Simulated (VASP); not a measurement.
Nb, 3 atoms in the cell. It takes space group P6/mmm (No. 191, hexagonal). Conventional cell: a = 4.744 Å, b = 4.744 Å, c = 2.602 Å, α = 90.00°, β = 90.00°, γ = 120.00°. Within 3.4 Å of Nb (site symmetry 6/mmm) lie 14 Nb at 2.60 to 3.03 Å. Nb (site symmetry -6m2) has 11 Nb at 2.60 to 3.03 Å within 3.4 Å. This isn't the form of Nb at room conditions, which is bcc.

```yaml
Program: VASP 6.6.1
Task: single point
Functional: r2SCAN
Potentials_or_basis: VASP PAW PBE potentials, release 64 (Nb_sv)
Cutoff: 520 eV
k_mesh: 9 × 9 × 13
Occupations: fermi-dirac, width 0.1 eV
Spin: no spin polarisation
Dipole_correction: no
Further_INCAR_settings: ALGO = Normal; EDIFF = 1e-06; NBANDS = 26
```

Potentials or basis: VASP PAW PBE potentials, release 64 (Nb_sv).

Command:

```console
$ cat potpaw_PBE.64/Nb_sv/POTCAR > POTCAR
$ cp INCAR.step1 INCAR
$ mpirun -np 1 vasp_std > vasp.out
$ cp INCAR.step2 INCAR
$ mpirun -np 1 vasp_std > vasp.out
```

Hardware: 1 thread of Intel(R) Xeon(R) 6975P-C (Granite Rapids) (shared host).

Q: How long does it take, and how much memory?

A: It took 2.3 min on 1 thread of Intel(R) Xeon(R) 6975P-C (Granite Rapids), with other jobs on the host, peak memory 0.22 GiB. Counts: k points 84.
